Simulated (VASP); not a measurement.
# NaF (Pm-3n) in VASP: a series of runs

NaF is run at these levels: PBE; tasks: single point, relaxation of cell and atoms.

Everything below comes from runs of VASP 6.6.1. Logs are shortened: lines on timing, memory, paths and dates and some standing lists are left out, and cuts for length are marked.

**1. The cell of the first run**

Symmetry: Pm-3n, No. 223, cubic system. Conventional cell: a = 6.309 Å, b = 6.309 Å, c = 6.309 Å, α = 90.00°, β = 90.00°, γ = 90.00°. Na (site symmetry -4m2) has 4 F at 2.23 Å within 2.9 Å. Within 2.9 Å of F (site symmetry -4m2) lie 4 Na at 2.23 Å.

The cell was generated, and may not be a known phase.

**2. Single point, PBE**

Contents of INCAR:

```
SYSTEM = NaF
PREC = Accurate
ENCUT = 520
EDIFF = 1E-7
ISMEAR = 0
SIGMA = 0.02
LREAL = .False.
LASPH = .True.
NELM = 100
ALGO = Normal
ISIF = 2
LWAVE = .False.
LCHARG = .False.
GGA = PE
NBANDS = 54
```

Contents of KPOINTS:

```
Automatic mesh
0
Gamma
  4 4 4
  0 0 0
```

Contents of POSCAR:

```
NaF
1.0
    6.3094408793      0.0000000000      0.0000000000
    0.0000000000      6.3094408793      0.0000000000
    0.0000000000      0.0000000000      6.3094408793
Na F
6 6
Direct
    0.7500000000      0.5000000000      0.0000000000
    0.5000000000      0.0000000000      0.7500000000
    0.0000000000      0.7500000000      0.5000000000
    0.0000000000      0.2500000000      0.5000000000
    0.2500000000      0.5000000000      0.0000000000
    0.5000000000      0.0000000000      0.2500000000
    0.5000000000      0.7500000000      0.0000000000
    0.7500000000      0.0000000000      0.5000000000
    0.0000000000      0.5000000000      0.7500000000
    0.2500000000      0.0000000000      0.5000000000
    0.0000000000      0.5000000000      0.2500000000
    0.5000000000      0.2500000000      0.0000000000
```

Potentials or basis: VASP PAW PBE potentials, release 64 (Na_pv, F).

On the command line:

```sh
$ cat potpaw_PBE.64/Na_pv/POTCAR potpaw_PBE.64/F/POTCAR > POTCAR
$ mpirun -np 1 vasp_std > vasp.out
```

OUTCAR:

```text
SYSTEM = NaF
   PREC = Accurate
   ENCUT = 520
   EDIFF = 1E-7
   ISMEAR = 0
   LREAL = .False.
   LASPH = .True.
   NELM = 100
   ISIF = 2
   GGA = PE

 ion  position               nearest neighbor table
   1  0.750  0.500  0.000-   7 2.23   9 2.23  11 2.23  12 2.23
   2  0.500  0.000  0.750-   7 2.23   8 2.23  10 2.23  12 2.23
   3  0.000  0.750  0.500-   8 2.23   9 2.23  10 2.23  11 2.23
   4  0.000  0.250  0.500-   8 2.23   9 2.23  10 2.23  11 2.23
   5  0.250  0.500  0.000-   7 2.23   9 2.23  11 2.23  12 2.23
   6  0.500  0.000  0.250-   7 2.23   8 2.23  10 2.23  12 2.23
   7  0.500  0.750  0.000-   1 2.23   2 2.23   5 2.23   6 2.23
   8  0.750  0.000  0.500-   2 2.23   3 2.23   4 2.23   6 2.23
   9  0.000  0.500  0.750-   1 2.23   3 2.23   4 2.23   5 2.23
  10  0.250  0.000  0.500-   2 2.23   3 2.23   4 2.23   6 2.23
  11  0.000  0.500  0.250-   1 2.23   3 2.23   4 2.23   5 2.23
  12  0.500  0.250  0.000-   1 2.23   2 2.23   5 2.23   6 2.23

  LATTYP: Found a simple cubic cell.
 ALAT       =     6.3094408793

  Lattice vectors:

 A1 = (   6.3094408793,   0.0000000000,   0.0000000000)
 A2 = (   0.0000000000,   6.3094408793,   0.0000000000)
 A3 = (   0.0000000000,   0.0000000000,   6.3094408793)

Analysis of symmetry for initial positions (statically):
=====================================================================
 Subroutine PRICEL returns:
 Original cell was already a primitive cell.

 Routine SETGRP: Setting up the symmetry group for a
 simple cubic supercell.

 Subroutine GETGRP returns: Found 48 space group operations
 (whereof 24 operations were pure point group operations)
 out of a pool of 48 trial point group operations.

The static configuration has the point symmetry T_h .
 The point group associated with its full space group is O_h .

Analysis of symmetry for dynamics (positions and initial velocities):
=====================================================================
 Subroutine PRICEL returns:
 Original cell was already a primitive cell.

 Routine SETGRP: Setting up the symmetry group for a
 simple cubic supercell.

 Subroutine GETGRP returns: Found 48 space group operations
 (whereof 24 operations were pure point group operations)
 out of a pool of 48 trial point group operations.

The dynamic configuration has the point symmetry T_h .
 The point group associated with its full space group is O_h .

 Subroutine INISYM returns: Found 48 space group operations
 (whereof 24 operations are pure point group operations),
 and found     1 'primitive' translations

----------------------------------------------------------------------------------------

                                     Primitive cell

  volume of cell :     251.1728

  direct lattice vectors                    reciprocal lattice vectors
     6.309440879  0.000000000  0.000000000     0.158492649  0.000000000  0.000000000
     0.000000000  6.309440879  0.000000000     0.000000000  0.158492649  0.000000000
     0.000000000  0.000000000  6.309440879     0.000000000  0.000000000  0.158492649

  length of vectors
     6.309440879  6.309440879  6.309440879     0.158492649  0.158492649  0.158492649

  position of ions in fractional coordinates (direct lattice)
     0.750000000  0.500000000  0.000000000
     0.500000000  0.000000000  0.750000000
     0.000000000  0.750000000  0.500000000
     0.000000000  0.250000000  0.500000000
     0.250000000  0.500000000  0.000000000
     0.500000000  0.000000000  0.250000000
     0.500000000  0.750000000  0.000000000
     0.750000000  0.000000000  0.500000000
     0.000000000  0.500000000  0.750000000
     0.250000000  0.000000000  0.500000000
     0.000000000  0.500000000  0.250000000
     0.500000000  0.250000000  0.000000000

  ion indices of the primitive-cell ions
   primitive index   ion index
                 1           1
                 2           2
                 3           3
                 4           4
                 5           5
                 6           6
                 7           7
                 8           8
                 9           9
                10          10
                11          11
                12          12

----------------------------------------------------------------------------------------

 KPOINTS: Automatic mesh

Automatic generation of k-mesh.
 Grid dimensions read from file:
 generate k-points for:    4    4    4

 Generating k-lattice:

  Cartesian coordinates                     Fractional coordinates (reciprocal lattice)
     0.039623162  0.000000000  0.000000000     0.250000000  0.000000000  0.000000000
     0.000000000  0.039623162  0.000000000     0.000000000  0.250000000  0.000000000
     0.000000000  0.000000000  0.039623162     0.000000000  0.000000000  0.250000000

  Length of vectors
     0.039623162  0.039623162  0.039623162

  Shift w.r.t. Gamma in fractional coordinates (k-lattice)
     0.000000000  0.000000000  0.000000000

 Subroutine IBZKPT returns following result:
 ===========================================

 Found     10 irreducible k-points:

 Following reciprocal coordinates:
            Coordinates               Weight
  0.000000  0.000000  0.000000      1.000000
  0.250000  0.000000  0.000000      6.000000
  0.500000  0.000000  0.000000      3.000000
  0.250000  0.250000  0.000000     12.000000
  0.500000  0.250000  0.000000     12.000000
  0.500000  0.500000  0.000000      3.000000
  0.250000  0.250000  0.250000      8.000000
  0.500000  0.250000  0.250000     12.000000
  0.500000  0.500000  0.250000      6.000000
  0.500000  0.500000  0.500000      1.000000
   k-points           NKPTS =     10   k-points in BZ     NKDIM =     10   number of bands    NBANDS=     54
   number of dos      NEDOS =    301   number of ions     NIONS =     12
   total plane-waves  NPLWV = 110592
   dimension x,y,z NGX =    48 NGY =   48 NGZ =   48
   dimension x,y,z NGXF=    96 NGYF=   96 NGZF=   96
   ions per type =               6   6
   NGX,Y,Z   is equivalent  to a cutoff of  12.65, 12.65, 12.65 a.u.
   NGXF,Y,Z  is equivalent  to a cutoff of  25.29, 25.29, 25.29 a.u.
 SYSTEM =  NaF
   PREC   = accura    normal or accurate (medium, high low for compatibility)
   ISTART =      0    job   : 0-new  1-cont  2-samecut
   ICHARG =      2    charge: 1-file 2-atom 10-const
   ISPIN  =      1    spin polarized calculation?
   LNONCOLLINEAR =      F non collinear calculations
   LSORBIT =      F    spin-orbit coupling
   LASPH  =      T    aspherical Exc in radial PAW
   ENCUT  =  520.0 eV  38.22 Ry    6.18 a.u.  11.73 11.73 11.73*2*pi/ulx,y,z
   NELM   =    100;   NELMIN=  2; NELMDL= -5     # of ELM steps
   EDIFF  = 0.1E-06   stopping-criterion for ELM
   LREAL  =      F    real-space projection
   EDIFFG = 0.1E-05   stopping-criterion for IOM
   NSW    =      0    number of steps for IOM
   IBRION =     -1    ionic relax: 0-MD 1-quasi-New 2-CG
   NFREE  =      0    steps in history (QN), initial steepest desc. (CG)
   ISIF   =      2    stress and relaxation
   ISYM   =      2    0-nonsym 1-usesym 2-fastsym
   POTIM  = 0.5000    time-step for ionic-motion
   TEBEG  =    0.0;   TEEND  =   0.0 temperature during run
   PSTRESS=    0.0 pullay stress
   NELECT =      84.0000    total number of electrons
   NUPDOWN=      -1.0000    fix difference up-down
   EMIN   =  10.00;   EMAX   =-10.00  energy-range for DOS
   EFERMI =   0.00;   METHOD = LEGACY
   ISMEAR =     0;   SIGMA  =   0.02  broadening in eV -4-tet -1-fermi 0-gaus
   EFERMI_NEDOS =   21; number of points for ismear=-14 and -15
   IALGO  =     38    algorithm
   IMIX   =      4    mixing-type and parameters
     AMIX     =   0.40;   BMIX     =  1.00
     AMIX_MAG =   1.60;   BMIX_MAG =  1.00
  volume/ion in A,a.u.               =      20.93       141.25
  Fermi-wavevector in a.u.,A,eV,Ry     =   1.136345  2.147382 17.568945  1.291281
  Thomas-Fermi vector in A             =   2.273051
   LORBIT       =      0    0 simple, 1 ext, 2 COOP (PROOUT), +10 PAW based schemes
   GGA     = PE    functional components
   LHFCALC =     F    Hartree Fock is set to
   AEXX    =    0.0000 exact exchange contribution
   IVDW    =     0    specifies the selected vdW correction
   LEPSILON=     F    determine dielectric tensor
   LRPA    =     F    only Hartree local field effects (RPA)
 non-spin polarized calculation
 Gauss-broadening in eV      SIGMA  =   0.02
  energy-cutoff  :      520.00
  volume of cell :      251.17
 maximum number of plane-waves:      6816
 NGX is ok and might be reduce to    48
   NGX = 23   NGY = 23   NGZ = 23

 number of electron      83.9999983 magnetization

 Free energy of the ion-electron system (eV)
  ---------------------------------------------------
  ext. energy  EPLUGINS =         0.00000000
  ---------------------------------------------------
  free energy    TOTEN  =       -50.28453234 eV

  energy without entropy =      -50.28453234  energy(sigma->0) =      -50.28453234

 E-fermi :  -3.8720     XC(G=0):  -6.5334

 val. band max:       -4.0243297212   @ k =   0.5000   0.5000   0.0000
 cond. band min:       1.1149320528   @ k =   0.0000   0.0000   0.0000
 fundamental gap:      5.1392617740
 Fermi energy:        -3.8719700069

 k-point     1 :       0.0000    0.0000    0.0000
  band No.  band energies     occupation
      1     -23.7637      2.00000
      2     -23.7637      2.00000
      3     -23.6317      2.00000
      4     -23.6317      2.00000
      5     -23.6317      2.00000
      6     -23.2564      2.00000
[... 46 lines left out ...]
     53       7.7190      0.00000
     54       7.7190      0.00000
[... 511 lines left out ...]
     53       9.8041      0.00000
     54       9.8041      0.00000

------------------------ aborting loop because EDIFF is reached ----------------------------------------

  FORCE on cell =-STRESS in cart. coord.  units (eV):
  Direction    XX          YY          ZZ          XY          YZ          ZX
  --------------------------------------------------------------------------------------
  -------------------------------------------------------------------------------------
  Total       -0.0328113     -0.0328113     -0.0328113     -0.0000000      0.0000000      0.0000000
  in kB       -0.2092964     -0.2092964     -0.2092964     -0.0000000      0.0000000      0.0000000
  external PRESSURE =      -0.2092964 kB  Pullay stress =       0.0000000 kB

 VOLUME and BASIS-vectors are now :
 -----------------------------------------------------------------------------
  energy-cutoff  :      520.00
  volume of cell :      251.17
      direct lattice vectors                 reciprocal lattice vectors
     6.309440879  0.000000000  0.000000000     0.158492649  0.000000000  0.000000000
     0.000000000  6.309440879  0.000000000     0.000000000  0.158492649  0.000000000
     0.000000000  0.000000000  6.309440879     0.000000000  0.000000000  0.158492649

 POSITION                                       TOTAL-FORCE (eV/Angst)
 -----------------------------------------------------------------------------------
      4.73208      3.15472      0.00000        -0.000000      0.000000      0.000000
      3.15472      0.00000      4.73208        -0.000000     -0.000000      0.000000
      0.00000      4.73208      3.15472         0.000000      0.000000      0.000000
      0.00000      1.57736      3.15472         0.000000     -0.000000      0.000000
      1.57736      3.15472      0.00000         0.000000     -0.000000     -0.000000
      3.15472      0.00000      1.57736        -0.000000     -0.000000     -0.000000
      3.15472      4.73208      0.00000        -0.000000      0.000000     -0.000000
      4.73208      0.00000      3.15472        -0.000000     -0.000000     -0.000000
      0.00000      3.15472      4.73208        -0.000000     -0.000000      0.000000
      1.57736      0.00000      3.15472         0.000000      0.000000     -0.000000
      0.00000      3.15472      1.57736        -0.000000      0.000000     -0.000000
      3.15472      1.57736      0.00000         0.000000     -0.000000      0.000000
 -----------------------------------------------------------------------------------
    total drift:                                0.000000     -0.000000     -0.000000

  FREE ENERGIE OF THE ION-ELECTRON SYSTEM (eV)
  ---------------------------------------------------
  free  energy   TOTEN  =       -50.2845323403 eV

  energy  without entropy=      -50.2845323403  energy(sigma->0) =      -50.28453234
```

Wall time 58 s (1 thread of Intel Xeon 6975P-C (Granite Rapids), shared host); peak memory 0.35 GiB.

What came out:

```yaml
Free_energy: -50.2845 eV
Pressure: 0.0 GPa
Band_gap_on_the_k_mesh: 5.14 eV
```

A k mesh can miss the band edges.

**3. Relaxation of cell and atoms, PBE**

This run uses another cell than the first one, of 18.39 Å³/atom.

Contents of INCAR:

```
SYSTEM = NaF
ALGO     = Normal         ! electronic algorithm
EDIFF    = 1E-6           ! SCF threshold, eV
EDIFFG   = -0.04          ! ionic threshold
ENCUT    = 600            ! plane-wave cutoff, eV
GGA      = PE             ! functional
IBRION   = 2              ! ionic algorithm
ISIF     = 3              ! what is computed and relaxed
ISMEAR   = 0              ! smearing method
LASPH    = .True.         ! aspherical terms in the spheres
LCHARG   = .False.        ! write CHGCAR
LREAL    = .False.        ! projectors in reciprocal space
LWAVE    = .False.        ! write WAVECAR
NELM     = 80             ! most SCF steps
NSW      = 90             ! ionic steps
PREC     = Accurate       ! precision mode
SIGMA    = 0.1            ! smearing width, eV
```

Contents of KPOINTS:

```
k-points
0
Gamma
  4 4 4
  0 0 0
```

Changes to POSCAR since step 2:

```diff
@@ -2,5 +2,5 @@
 1.0
-    6.3094408793      0.0000000000      0.0000000000
-    0.0000000000      6.3094408793      0.0000000000
-    0.0000000000      0.0000000000      6.3094408793
+    6.0429345500      0.0000000000      0.0000000000
+    0.0000000000      6.0429345500      0.0000000000
+    0.0000000000      0.0000000000      6.0429345500
 Na F
```

Potentials or basis: VASP PAW PBE potentials, release 64 (Na_pv, F).

On the command line:

```sh
$ cat potpaw_PBE.64/Na_pv/POTCAR potpaw_PBE.64/F/POTCAR > POTCAR
$ mpirun -np 1 vasp_std > vasp.out
```

Run time: 2.7 min. Hardware: 1 thread of Intel Xeon 6975P-C (Granite Rapids), shared host; peak memory 0.38 GiB.

Results (log left out):

```yaml
Free_energy: -50.2612 eV
Relaxed_volume: 20.95 Å³/atom
Relaxed_cell: a = 6.312 Å, b = 6.312 Å, c = 6.312 Å, α = 90.00°, β = 90.00°, γ = 90.00°
Space_group_after_relaxing_to_0.1_Å: Pm-3n (No. 223)
Energy_gained_by_relaxing: 32.0 meV/atom
Ionic_steps: 4
Pressure_after_relaxing: 0.0 GPa
Band_gap_on_the_k_mesh: 5.14 eV
```

Step by step:
| step | energy change (eV) | largest force (eV/Å) | pressure (GPa) | volume (Å³) |
| --- | --- | --- | --- | --- |
| 1 | 0.0000 | 0.0000 | 4.55 | 220.67 |
| 2 | -0.3195 | 0.0000 | 1.62 | 237.79 |
| 3 | -0.3795 | 0.0000 | -0.41 | 255.20 |
| 4 | -0.3845 | 0.0000 | -0.04 | 251.45 |

Final structure:
```
Na F
1.0
     6.31174    0.00000    0.00000
     0.00000    6.31174    0.00000
     0.00000    0.00000    6.31174
Na F
6 6
Direct
  0.75000 0.50000 0.00000
  0.50000 0.00000 0.75000
  0.00000 0.75000 0.50000
  0.00000 0.25000 0.50000
  0.25000 0.50000 0.00000
  0.50000 0.00000 0.25000
  0.50000 0.75000 0.00000
  0.75000 0.00000 0.50000
  0.00000 0.50000 0.75000
  0.25000 0.00000 0.50000
  0.00000 0.50000 0.25000
  0.50000 0.25000 0.00000
```

Levels at points of the mesh, in eV from the valence-band top:
| k point | band 39 | band 40 | band 41 | band 42 | band 43 | band 44 | band 45 | band 46 |
| --- | --- | --- | --- | --- | --- | --- | --- | --- |
| (0.00, 0.00, 0.00) | -0.21 | 0.00 | 0.00 | 0.00 | 5.14 | 8.21 | 9.05 | 9.05 |
| (0.50, 0.00, 0.00) | -0.22 | -0.22 | 0.00 | 0.00 | 6.35 | 6.35 | 9.52 | 9.52 |
| (0.50, 0.50, 0.00) | -0.21 | -0.21 | -0.18 | 0.00 | 7.21 | 7.21 | 7.49 | 7.65 |
| (0.50, 0.50, 0.50) | -0.27 | -0.27 | -0.27 | -0.27 | 7.73 | 7.73 | 8.59 | 8.59 |
